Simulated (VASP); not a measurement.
# CdF2: single point with BLYP

The system is CdF2.

```
Cd F
1.0
     0.00000    2.74786    2.74786
     2.74786    0.00000    2.74786
     2.74786    2.74786    0.00000
Cd F
1 2
Direct
  0.00000 0.00000 0.00000
  0.25000 0.25000 0.25000
  0.75000 0.75000 0.75000
```

This cell differs from its parent crystal: volume scaled by 0.98.

* Program: VASP 6.6.1
* Task: single point
* Functional: BLYP
* Potentials or basis: VASP PAW PBE potentials, release 64 (Cd, F)
* Cutoff: 520 eV
* k mesh: 8 × 8 × 8
* Occupations: gaussian, width 0.05 eV
* Spin: no spin polarisation
* Dipole correction: no
* Further INCAR settings: ALGO = Normal; EDIFF = 1e-06; NBANDS = 20

* Pressure: 2.4 GPa
* Band gap on the k mesh: 2.92 eV, indirect (least direct gap 3.46 eV)

Levels at points of the mesh, in eV from the valence-band top:
| k point | band 11 | band 12 | band 13 | band 14 | band 15 | band 16 |
| --- | --- | --- | --- | --- | --- | --- |
| (0.00, 0.00, 0.00) | -0.55 | -0.55 | -0.55 | 2.92 | 12.44 | 12.44 |
| (0.50, 0.00, 0.00) | -1.62 | -0.42 | -0.42 | 6.71 | 9.04 | 14.00 |
| (0.50, 0.50, 0.00) | -0.40 | -0.08 | -0.08 | 7.49 | 9.41 | 11.93 |

Wall time 39 s on 1 thread of Intel(R) Xeon(R) Platinum 8488C (Sapphire Rapids), with other jobs on the host, peak memory 0.17 GiB.

Caveat: the PAW data sets were made with another functional, which shifts forces and pressure a little. A k mesh can miss the band edges.
